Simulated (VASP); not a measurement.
The system is GaP.

```xyz
2
Lattice="0.0000 2.7252 2.7252 2.7252 0.0000 2.7252 2.7252 2.7252 0.0000" Properties=species:S:1:pos:R:3 pbc="T T T"
Ga    0.0000    0.0000    0.0000
P     4.0879    4.0879    4.0879
```

```yaml
Program: VASP 6.6.1
Task: relaxation of cell and atoms
Functional: PBE
Potentials_or_basis: VASP PAW PBE potentials, release 64 (Ga_d, P)
Cutoff: 600 eV
k_mesh: 8 × 8 × 8
Occupations: fermi-dirac, width 0.05 eV
Spin: no spin polarisation
```

At the start: pressure 2.4 GPa; volume 20.24 Å³/atom.

Q: How do energy, volume and symmetry change on relaxing?

A: Over 6 steps the energy falls by 4.6 meV/atom and the volume is 20.86 Å³/atom (+3.0 %); space group F-43m (No. 216, to 0.05 Å).

Step by step:
| step | energy change (eV) | largest force (eV/Å) | pressure (GPa) | volume (Å³) |
| --- | --- | --- | --- | --- |
| 1 | 0.0000 | 0.0000 | 2.42 | 40.48 |
| 2 | -0.0073 | 0.0000 | -1.04 | 42.30 |
| 3 | -0.0092 | 0.0000 | 0.05 | 41.72 |
| 4 | -0.0092 | 0.0000 | -0.09 | 41.75 |
| 5 | -0.0092 | 0.0000 | 0.11 | 41.68 |
| 6 | -0.0092 | 0.0000 | -0.03 | 41.71 |

Final structure:
```
CELL_PARAMETERS angstrom
0.00000 2.75265 2.75265
2.75265 0.00000 2.75265
2.75265 2.75265 0.00000
ATOMIC_POSITIONS crystal
Ga 0.00000 0.00000 0.00000
P 0.75000 0.75000 0.75000
```
